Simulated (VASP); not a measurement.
# MgO (I4/mmm) in VASP: a series of runs

MgO is run at these levels: PBE; tasks: single point.

Everything below comes from runs of VASP 6.6.1. Logs are shortened: lines on timing, memory, paths and dates and some standing lists are left out, and cuts for length are marked.

## (1) The cell of the first run

The structure is tetragonal, space group I4/mmm (No. 139). The conventional cell has a = 3.390 Å, b = 3.390 Å, c = 3.389 Å, α = 90.00°, β = 90.00°, γ = 90.00°. Within 2.3 Å of Mg (site symmetry 4/mmm) lie 2 O at 1.69 Å. Within 2.3 Å of O (site symmetry 4/mmm) lie 2 Mg at 1.69 Å.

## (2) Single point, PBE

The input, INCAR:

```
SYSTEM = MgO
PREC = Accurate
ENCUT = 520
EDIFF = 1E-7
ISMEAR = 0
SIGMA = 0.05
LREAL = .FALSE.
LASPH = .TRUE.
NELM = 60
ALGO = Normal
ISIF = 2
LWAVE = .FALSE.
LCHARG = .TRUE.
GGA = PE
LELF = .TRUE.
LVHAR = .TRUE.
NBANDS = 11
```

The input, KPOINTS:

```
Automatic mesh
0
G
  10 10 10
  0 0 0
```

The input, POSCAR:

```
MgO
1.0
    0.0000000000      2.3967454938      1.6944990641
    2.3967454938      0.0000000000      1.6944990641
    2.3967454938      2.3967454938      0.0000000000
Mg O
1 1
Direct
    0.0000000000      0.0000000000      0.0000000000
    0.5000000000      0.5000000000      0.5000000000
```

Potentials or basis: VASP PAW PBE potentials, release 64 (Mg, O).

On the command line:

```
cat potpaw_PBE.64/Mg/POTCAR potpaw_PBE.64/O/POTCAR > POTCAR
mpirun -np 1 vasp_std > vasp.out
```

OUTCAR:

```text
SYSTEM = MgO
   PREC = Accurate
   ENCUT = 520
   EDIFF = 1E-7
   ISMEAR = 0
   LREAL = .FALSE.
   LASPH = .TRUE.
   NELM = 60
   ISIF = 2
   GGA = PE

 ion  position               nearest neighbor table
   1  0.000  0.000  0.000-   2 1.69   2 1.69   2 2.40   2 2.40   2 2.40   2 2.40
   2  0.500  0.500  0.500-   1 1.69   1 1.69   1 2.40   1 2.40   1 2.40   1 2.40

  LATTYP: Found a body centered tetragonal cell.
 ALAT       =     3.3895099829
 C/A-ratio  =     0.9998489886

  Lattice vectors:

 A1 = (   0.0000000000,  -2.3967454938,  -1.6944990641)
 A2 = (   0.0000000000,   2.3967454938,  -1.6944990641)
 A3 = (   2.3967454938,   0.0000000000,   1.6944990641)

Analysis of symmetry for initial positions (statically):
=====================================================================
 Subroutine PRICEL returns:
 Original cell was already a primitive cell.

 Routine SETGRP: Setting up the symmetry group for a
 body centered tetragonal supercell.

 Subroutine GETGRP returns: Found 16 space group operations
 (whereof 16 operations were pure point group operations)
 out of a pool of 16 trial point group operations.

The static configuration has the point symmetry D_4h.

Analysis of symmetry for dynamics (positions and initial velocities):
=====================================================================
 Subroutine PRICEL returns:
 Original cell was already a primitive cell.

 Routine SETGRP: Setting up the symmetry group for a
 body centered tetragonal supercell.

 Subroutine GETGRP returns: Found 16 space group operations
 (whereof 16 operations were pure point group operations)
 out of a pool of 16 trial point group operations.

The dynamic configuration has the point symmetry D_4h.

 Subroutine INISYM returns: Found 16 space group operations
 (whereof 16 operations are pure point group operations),
 and found     1 'primitive' translations

----------------------------------------------------------------------------------------

                                     Primitive cell

  volume of cell :      19.4677

  direct lattice vectors                    reciprocal lattice vectors
     0.000000000  2.396745494  1.694499064    -0.208616226  0.208616226  0.295072456
     2.396745494  0.000000000  1.694499064     0.208616226 -0.208616226  0.295072456
     2.396745494  2.396745494  0.000000000     0.208616226  0.208616226 -0.295072456

  length of vectors
     2.935253999  2.935253999  3.389509983     0.417263962  0.417263962  0.417263962

  position of ions in fractional coordinates (direct lattice)
[... 83 lines left out ...]
   IBRION =     -1    ionic relax: 0-MD 1-quasi-New 2-CG
   NFREE  =      0    steps in history (QN), initial steepest desc. (CG)
   ISIF   =      2    stress and relaxation
   ISYM   =      2    0-nonsym 1-usesym 2-fastsym
   POTIM  = 0.5000    time-step for ionic-motion
   TEBEG  =    0.0;   TEEND  =   0.0 temperature during run
   PSTRESS=    0.0 pullay stress
   NELECT =       8.0000    total number of electrons
   NUPDOWN=      -1.0000    fix difference up-down
   EMIN   =  10.00;   EMAX   =-10.00  energy-range for DOS
   EFERMI =   0.00;   METHOD = LEGACY
   ISMEAR =     0;   SIGMA  =   0.05  broadening in eV -4-tet -1-fermi 0-gaus
   EFERMI_NEDOS =   21; number of points for ismear=-14 and -15
   IALGO  =     38    algorithm
   IMIX   =      4    mixing-type and parameters
     AMIX     =   0.40;   BMIX     =  1.00
     AMIX_MAG =   1.60;   BMIX_MAG =  1.00
  volume/ion in A,a.u.               =       9.73        65.69
  Fermi-wavevector in a.u.,A,eV,Ry     =   1.217119  2.300022 20.155386  1.481379
  Thomas-Fermi vector in A             =   2.352450
   LORBIT       =      0    0 simple, 1 ext, 2 COOP (PROOUT), +10 PAW based schemes
   GGA     = PE    functional components
   LHFCALC =     F    Hartree Fock is set to
   AEXX    =    0.0000 exact exchange contribution
   IVDW    =     0    specifies the selected vdW correction
   LEPSILON=     F    determine dielectric tensor
   LRPA    =     F    only Hartree local field effects (RPA)
 non-spin polarized calculation
 Gauss-broadening in eV      SIGMA  =   0.05
  energy-cutoff  :      520.00
  volume of cell :       19.47
 maximum number of plane-waves:       543
 NGX is ok and might be reduce to    24
   NGX = 11   NGY = 11   NGZ = 13

 number of electron       7.9999999 magnetization

 Free energy of the ion-electron system (eV)
  ---------------------------------------------------
  ext. energy  EPLUGINS =         0.00000000
  ---------------------------------------------------
  free energy    TOTEN  =       -10.35397560 eV

  energy without entropy =      -10.35397560  energy(sigma->0) =      -10.35397560

 E-fermi :   3.0964     XC(G=0): -10.7020

 val. band max:        2.8494258484   @ k =   0.0000   0.0000   0.0000
 cond. band min:       6.4903979356   @ k =   0.0000   0.0000   0.0000
 fundamental gap:      3.6409720872
 Fermi energy:         3.0963761155

 k-point     1 :       0.0000    0.0000    0.0000
  band No.  band energies     occupation
      1     -14.4791      2.00000
      2       2.2594      2.00000
      3       2.8494      2.00000
      4       2.8494      2.00000
      5       6.4904      0.00000
      6      18.7778      0.00000
      7      18.7778      0.00000
      8      18.9380      0.00000
      9      22.0171      0.00000
     10      23.6852      0.00000
     11      23.6852      0.00000
[... 309 lines left out ...]
 k-point    24 :       0.4000    0.3000    0.0000
  band No.  band energies     occupation
      1     -12.9887      2.00000
      2      -0.4489      2.00000
      3       0.9246      2.00000
      4       0.9255      2.00000
      5      11.2071      0.00000
      6      12.3899      0.00000
      7      18.1829      0.00000
      8      18.2885      0.00000
      9      21.8996      0.00000
     10      25.1352      0.00000
     11      30.5166      0.00000

 [... further k-points ...]
[... 5 lines left out ...]
  --------------------------------------------------------------------------------------
  -------------------------------------------------------------------------------------
  Total       -0.6899837     -0.6899837     18.0537747      0.0000000     -0.0000000      0.0000000
  in kB      -56.7850783    -56.7850783   1485.8105358      0.0000000     -0.0000000      0.0000000
  external PRESSURE =     457.4134597 kB  Pullay stress =       0.0000000 kB

 VOLUME and BASIS-vectors are now :
 -----------------------------------------------------------------------------
  energy-cutoff  :      520.00
  volume of cell :       19.47
      direct lattice vectors                 reciprocal lattice vectors
     0.000000000  2.396745494  1.694499064    -0.208616226  0.208616226  0.295072456
     2.396745494  0.000000000  1.694499064     0.208616226 -0.208616226  0.295072456
     2.396745494  2.396745494  0.000000000     0.208616226  0.208616226 -0.295072456

 POSITION                                       TOTAL-FORCE (eV/Angst)
 -----------------------------------------------------------------------------------
      0.00000      0.00000      0.00000         0.000000      0.000000      0.000000
      2.39675      2.39675      1.69450        -0.000000     -0.000000     -0.000000
 -----------------------------------------------------------------------------------
    total drift:                               -0.000000     -0.000000      0.000000

  FREE ENERGIE OF THE ION-ELECTRON SYSTEM (eV)
  ---------------------------------------------------
  free  energy   TOTEN  =       -10.3539755954 eV

  energy  without entropy=      -10.3539755954  energy(sigma->0) =      -10.35397560
```

OSZICAR:

```text
N       E                     dE             d eps       ncg     rms          rms(c)
DAV:   1     0.174294736853E+02    0.17429E+02   -0.45974E+03  2500   0.645E+02
DAV:   2    -0.120813509053E+02   -0.29511E+02   -0.28758E+02  2635   0.141E+02
DAV:   3    -0.127313586849E+02   -0.65001E+00   -0.64964E+00  2661   0.189E+01
DAV:   4    -0.127331159598E+02   -0.17573E-02   -0.17572E-02  2508   0.110E+00
DAV:   5    -0.127331222583E+02   -0.62985E-05   -0.62985E-05  2640   0.636E-02    0.887E+00
DAV:   6    -0.103991212264E+02    0.23340E+01   -0.12919E+01  2304   0.198E+01    0.256E+00
DAV:   7    -0.103682664922E+02    0.30855E-01   -0.61751E-02  2427   0.220E+00    0.154E+00
DAV:   8    -0.103542549415E+02    0.14012E-01   -0.33280E-02  2364   0.202E+00    0.233E-01
DAV:   9    -0.103538090477E+02    0.44589E-03   -0.18792E-03  2580   0.305E-01    0.786E-02
DAV:  10    -0.103539746772E+02   -0.16563E-03   -0.24415E-04  2375   0.115E-01    0.831E-03
DAV:  11    -0.103539757472E+02   -0.10700E-05   -0.65351E-06  2695   0.174E-02    0.472E-03
DAV:  12    -0.103539756161E+02    0.13105E-06   -0.17563E-06  2421   0.101E-02    0.164E-03
DAV:  13    -0.103539755954E+02    0.20730E-07   -0.46457E-08  1524   0.168E-03
   1 F= -.10353976E+02 E0= -.10353976E+02  d E =-.151819E-14
```

stdout:

```text
POSCAR found type information on POSCAR MgO
 POSCAR found :  2 types and       2 ions
 scaLAPACK will be used
 LDA part: xc-table for (Slater+PW92), standard interpolation
 POSCAR, INCAR and KPOINTS ok, starting setup
 FFT: planning ... GRIDC
 FFT: planning ... GRID_SOFT
 FFT: planning ... GRID
 WAVECAR not read
 entering main loop
```

Run time: 32 s. Hardware: 1 thread of Intel Xeon 8259CL, shared host; peak memory 0.16 GiB.

Results:

```
Free energy            : -10.3540 eV
Pressure               : 45.7 GPa
Band gap on the k mesh : 3.64 eV, direct
```

Stress tensor (GPa, compression positive):
```
 -5.68   0.00   0.00
  0.00  -5.68   0.00
  0.00   0.00 148.58
```

Levels at points of the mesh, in eV from the valence-band top:
| k point | band 1 | band 2 | band 3 | band 4 | band 5 | band 6 | band 7 | band 8 |
| --- | --- | --- | --- | --- | --- | --- | --- | --- |
| (0.00, 0.00, 0.00) | -17.33 | -0.59 | 0.00 | 0.00 | 3.64 | 15.93 | 15.93 | 16.09 |
| (0.50, 0.00, 0.00) | -16.01 | -4.39 | -1.22 | -0.89 | 7.28 | 11.37 | 13.10 | 19.15 |
| (0.50, 0.50, 0.00) | -15.74 | -2.71 | -2.36 | -2.36 | 7.02 | 11.33 | 15.86 | 16.18 |
| (0.50, 0.00, 0.50) | -16.26 | -4.37 | -1.45 | -0.18 | 9.61 | 11.04 | 11.59 | 17.86 |

(Continued in part 2 of 2.)
